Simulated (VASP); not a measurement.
Write the native input for VASP 6.6.1 that does the following.

```yaml
Task: relaxation of the atoms
Functional: PBE
Potentials_or_basis: VASP PAW PBE potentials, release 64 (Pt, S)
Cutoff: 520 eV
k_mesh: 12 × 12 × 6
Occupations: gaussian, width 0.05 eV
Spin: no spin polarisation
Dipole_correction: no
Further_INCAR_settings: ALGO = Normal; EDIFF = 1e-06; IBRION = 2; EDIFFG = -0.01; NSW = 50
```

The structure of PtS2 lies in POSCAR:

```
PtS2
1.0
    3.9930216107      0.0000000000      0.0000000000
   -1.9965108054      3.4580581527      0.0000000000
    0.0000000000      0.0000000000      6.0462333230
Pt S
1 2
Direct
    0.0000000000      0.0000000000      0.0000000000
    0.3333333333      0.6666666667      0.1889525212
    0.6666666667      0.3333333333      0.8110474788
```

This cell differs from its parent crystal: volume 27.829 Å^3 an atom, c/a of the conventional cell 1.5142.

These files were run (other wordings do the same):

INCAR

```
SYSTEM = PtS2
  PREC = Accurate
  ENCUT = 520
  EDIFF = 1E-6
  ISMEAR = 0
  SIGMA = 0.05
  LREAL = .False.
  LASPH = .True.
  NELM = 100
  ALGO = Normal
  ISIF = 2
  LWAVE = .False.
  LCHARG = .False.
  GGA = PE
  IBRION = 2
  NSW = 50
  EDIFFG = -0.01
```

KPOINTS

```
regular mesh
0
Gamma
  12 12 6
  0 0 0
```

Potentials or basis: VASP PAW PBE potentials, release 64 (Pt, S).

Launch:

```console
$ cat potpaw_PBE.64/Pt/POTCAR potpaw_PBE.64/S/POTCAR > POTCAR
$ mpirun -np 1 vasp_std > vasp.out
```

Results of the run:

* Energy gained by relaxing: 49.9 meV/atom
* Ionic steps: 4
* Pressure after relaxing: -9.4 GPa
* Largest force after relaxing: 0.010 eV/Å
* Band gap on the k mesh: 0.63 eV, indirect (least direct gap 0.71 eV)

Caveat: spin-orbit coupling is left out, which moves the levels of the heavy elements; this functional lacks dispersion, which binds the layers, so the pressure and a relaxed spacing across them are unreliable.

Run time: 6.4 min on 1 thread of Oxide Virtual Turin-like Processor, on a shared host, peak memory 0.25 GiB.
